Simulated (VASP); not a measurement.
A run of VASP 6.6.1 is set up as follows.

The input INCAR:

```
  ALGO = Normal
  EDIFF = 1E-6
  ENCUT = 520
  GGA = PE
  ISIF = 2
  ISMEAR = -1
  LASPH = True
  LCHARG = True
  LELF = True
  LREAL = False
  LVHAR = True
  LWAVE = False
  NBANDS = 10
  NELM = 60
  PREC = Accurate
  SIGMA = 0.05
```

File KPOINTS:

```
k-points
0
Gamma
  20 20 20
```

File POSCAR:

```
Ir
1.0
   -1.3779820447      1.3779820447      1.3779820447
    1.3779820447     -1.3779820447      1.3779820447
    1.3779820447      1.3779820447     -1.3779820447
Ir
1
Direct
    0.0000000000      0.0000000000      0.0000000000
```

Potentials or basis: VASP PAW PBE potentials, release 64 (Ir).

Command:

```sh
$ cat potpaw_PBE.64/Ir/POTCAR > POTCAR
$ mpirun -np 1 vasp_std > vasp.out
```

(1) What does it give for the pressure?

(2) Predict the band gap on the k mesh.

Results:

(1) 276.4 GPa.

(2) zero (an odd number of electrons rules out a gap without spin polarisation).

Caveat: the cell stands under pressure; spin-orbit coupling is left out, which moves the levels of the heavy elements.
